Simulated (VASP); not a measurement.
# SrTiO3 (I4/mcm) in VASP: further runs, part 2 of 2

VASP 6.6.1. The steps go on from the part before.

## 4. Single point, PBEsol

This run uses another cell than the first one, of 11.41 Å³/atom, 0.914 times its volume.

The input, INCAR:

```
PREC     = Accurate       # precision mode
ENCUT    = 520            # plane-wave cutoff, eV
EDIFF    = 1E-7           # SCF threshold, eV
ISMEAR   = 0              # smearing method
SIGMA    = 0.05           # smearing width, eV
LREAL    = False          # projectors in reciprocal space
LASPH    = True           # aspherical terms in the spheres
NELM     = 60             # most SCF steps
ALGO     = Normal         # electronic algorithm
ISIF     = 2              # what is computed and relaxed
LWAVE    = False          # write WAVECAR
LCHARG   = False          # write CHGCAR
GGA      = PS             # functional
NBANDS   = 51             # bands
```

The input, KPOINTS:

```
Automatic mesh
0
Gamma
  8 8 8
```

The input, POSCAR:

```
SrTiO3
1.0
   -2.7166381507      2.7166381507      3.8651430375
    2.7166381507     -2.7166381507      3.8651430375
    2.7166381507      2.7166381507     -3.8651430375
Sr Ti O
2 2 6
Direct
    0.7500000000      0.2500000000      0.5000000000
    0.2500000000      0.7500000000      0.5000000000
    0.0000000000      0.0000000000      0.0000000000
    0.5000000000      0.5000000000      0.0000000000
    0.2500000000      0.2500000000      0.0000000000
    0.7500000000      0.7500000000      0.0000000000
    0.7252818597      0.2252818597      0.9505637194
    0.2252818597      0.2747181403      0.5000000000
    0.2747181403      0.7747181403      0.0494362806
    0.7747181403      0.7252818597      0.5000000000
```

Potentials or basis: VASP PAW PBE potentials, release 64 (Sr_sv, Ti_sv, O).

Command:

```
> cat potpaw_PBE.64/Sr_sv/POTCAR potpaw_PBE.64/Ti_sv/POTCAR potpaw_PBE.64/O/POTCAR > POTCAR
> mpirun -np 1 vasp_std > vasp.out
```

OUTCAR:

```text
PREC = Accurate
   ENCUT = 520
   EDIFF = 1E-7
   ISMEAR = 0
   LREAL = False
   LASPH = True
   NELM = 60
   ISIF = 2
   GGA = PS

 ion  position               nearest neighbor table
   1  0.750  0.250  0.500-   9 2.59   8 2.59  10 2.59   7 2.59   5 2.72   6 2.72   6 2.72   5 2.72
                             7 2.86   9 2.86   8 2.86  10 2.86   4 3.33   3 3.33   4 3.33   4 3.33
   2  0.250  0.750  0.500-   7 2.59   8 2.59  10 2.59   9 2.59   5 2.72   6 2.72   5 2.72   6 2.72
                             9 2.86   7 2.86  10 2.86   8 2.86   4 3.33   3 3.33   4 3.33   3 3.33
   3  0.000  0.000  0.000-   7 1.93   9 1.93   8 1.93  10 1.93   5 1.93   6 1.93   1 3.33   2 3.33
[... 1527 lines left out ...]

 VOLUME and BASIS-vectors are now :
 -----------------------------------------------------------------------------
  energy-cutoff  :      520.00
  volume of cell :      114.10
      direct lattice vectors                 reciprocal lattice vectors
    -2.716638151  2.716638151  3.865143038     0.000000000  0.184051012  0.129361319
     2.716638151 -2.716638151  3.865143038     0.184051012  0.000000000  0.129361319
     2.716638151  2.716638151 -3.865143038     0.184051012  0.184051012  0.000000000

 POSITION                                       TOTAL-FORCE (eV/Angst)
 -----------------------------------------------------------------------------------
     -0.00000      2.71664      1.93257        -0.000000      0.000000      0.000000
      2.71664     -0.00000      1.93257        -0.000000      0.000000      0.000000
      0.00000      0.00000      0.00000         0.000000      0.000000      0.000000
      0.00000      0.00000      3.86514         0.000000      0.000000      0.000000
      0.00000      0.00000      1.93257         0.000000      0.000000      0.000000
      0.00000      0.00000      5.79771         0.000000      0.000000      0.000000
      1.22402      3.94066     -0.00000        -0.010838     -0.010838      0.000000
      1.49262      1.22402      0.00000         0.010838     -0.010838      0.000000
      1.49262     -1.22402      3.86514         0.010838      0.010838     -0.000000
      1.22402      1.49262      3.86514        -0.010838      0.010838     -0.000000
 -----------------------------------------------------------------------------------
    total drift:                               -0.000000     -0.000000      0.000000

  FREE ENERGIE OF THE ION-ELECTRON SYSTEM (eV)
  ---------------------------------------------------
  free  energy   TOTEN  =       -83.9594630938 eV

  energy  without entropy=      -83.9594630938  energy(sigma->0) =      -83.95946309
```

stdout:

```text
POSCAR found type information on POSCAR SrTiO
 POSCAR found :  3 types and      10 ions
 scaLAPACK will be used
 -----------------------------------------------------------------------------
|                                                                             |
|                                                                             |
|     You enforced a specific xc type in the INCAR file but a different       |
|     I HOPE YOU KNOW WHAT YOU ARE DOING!                                     |
|                                                                             |
 -----------------------------------------------------------------------------

 LDA part: xc-table for (Slater+PW92), standard interpolation
 POSCAR, INCAR and KPOINTS ok, starting setup
 FFT: planning ... GRIDC
 FFT: planning ... GRID_SOFT
 FFT: planning ... GRID
 WAVECAR not read
 entering main loop
```

Run time: 12 min. Hardware: 1 thread of Oxide Virtual Turin-like, shared host; peak memory 0.4 GiB.

What came out:

* Free energy: -83.9595 eV
* Pressure: 6.7 GPa
* Largest force: 0.015 eV/Å
* Band gap on the k mesh: 2.00 eV, indirect (least direct gap 2.01 eV)

Forces in eV/Å, atoms in the order of the input:
```
Sr   0.000  0.000  0.000
Sr   0.000  0.000  0.000
Ti   0.000  0.000  0.000
Ti   0.000  0.000  0.000
O    0.000  0.000  0.000
O    0.000  0.000  0.000
O   -0.011 -0.011  0.000
O    0.011 -0.011  0.000
O    0.011  0.011  0.000
O   -0.011  0.011  0.000
```

Caveat: the PAW data sets were made with another functional, which shifts forces and pressure a little. A k mesh can miss the band edges.

## 5. Single point, PBEsol

This run uses another cell than the first one, of 12.12 Å³/atom, 0.971 times its volume.

The input, INCAR:

```
SYSTEM = SrTiO3
PREC = Accurate ; ENCUT = 520
EDIFF = 1E-7 ; ISMEAR = 0
SIGMA = 0.05 ; LREAL = .False.
LASPH = .True. ; NELM = 60
ALGO = Normal ; ISIF = 2
LWAVE = .False. ; LCHARG = .False.
GGA = PS ; NBANDS = 51
```

The input, KPOINTS:

```
Automatic mesh
0
Gamma
  8 8 8
  0 0 0
```

POSCAR: that of step 4 with these lines changed.

```diff
@@ -2,5 +2,5 @@
 1.0
-   -2.7166381507      2.7166381507      3.8651430375
-    2.7166381507     -2.7166381507      3.8651430375
-    2.7166381507      2.7166381507     -3.8651430375
+   -2.7715197295      2.7715197295      3.9432267353
+    2.7715197295     -2.7715197295      3.9432267353
+    2.7715197295      2.7715197295     -3.9432267353
 Sr Ti O
```

Command:

```
> cat potpaw_PBE.64/Sr_sv/POTCAR potpaw_PBE.64/Ti_sv/POTCAR potpaw_PBE.64/O/POTCAR > POTCAR
> mpirun -np 1 vasp_std > vasp.out
```

Wall time 13 min (1 thread of Oxide Virtual Turin-like, shared host); peak memory 0.42 GiB.

It converged, with:

```
Free energy            : -84.0017 eV
Pressure               : -4.6 GPa
Largest force          : 0.028 eV/Å
Band gap on the k mesh : 1.88 eV, indirect (least direct gap 1.89 eV)
```

Forces in eV/Å, atoms in the order of the input:
```
Sr   0.000  0.000  0.000
Sr   0.000  0.000  0.000
Ti   0.000  0.000  0.000
Ti   0.000  0.000  0.000
O    0.000  0.000  0.000
O    0.000  0.000  0.000
O    0.020  0.020  0.000
O   -0.020  0.020  0.000
O   -0.020 -0.020  0.000
O    0.020 -0.020  0.000
```

Levels at points of the mesh, in eV from the valence-band top:
```csv
k point,band 36,band 37,band 38,band 39,band 40,band 41,band 42,band 43,band 44,band 45
"(0.00, 0.00, 0.00)",-0.30,-0.30,-0.15,-0.01,-0.01,1.88,1.88,1.90,3.99,4.26
"(0.50, 0.00, 0.00)",-0.94,-0.73,-0.73,-0.56,-0.56,3.29,3.29,3.34,3.34,3.38
"(0.50, 0.50, 0.00)",-1.49,-1.37,-0.68,-0.67,-0.04,2.01,3.64,3.67,3.69,3.72
"(0.50, 0.50, 0.50)",-1.45,-1.45,-0.62,-0.62,-0.07,2.04,3.61,3.61,3.82,3.82
```

Caveat: the PAW data sets were made with another functional, which shifts forces and pressure a little. A k mesh can miss the band edges.

## 6. Overview

| cell | gap on the mesh (eV) | pressure (GPa) | largest force (eV/Å) |
| --- | --- | --- | --- |
| a = 5.615 Å, angles 120.2, 120.2, 89.7°, 10 atoms | 1.82 | -9.2 | 0.05 |
| a = 5.670 Å, angles 120.2, 120.2, 89.7°, 10 atoms | 1.76 | -13.1 | 0.06 |
| a = 5.450 Å, angles 120.2, 120.2, 89.7°, 10 atoms | 2.00 | 6.7 | 0.02 |
| a = 5.560 Å, angles 120.2, 120.2, 89.7°, 10 atoms | 1.88 | -4.6 | 0.03 |

Alike in all rows: task single point; level PBEsol; potentials or basis VASP PAW PBE potentials, release 64 (Sr_sv, Ti_sv, O); no spin polarisation; k mesh 8 × 8 × 8; cutoff (eV) 520; smearing gaussian 0.05 eV.

Caveats: the PAW data sets were made with another functional, which shifts forces and pressure a little.

Absolute energies hang on the potentials; compare differences alone.
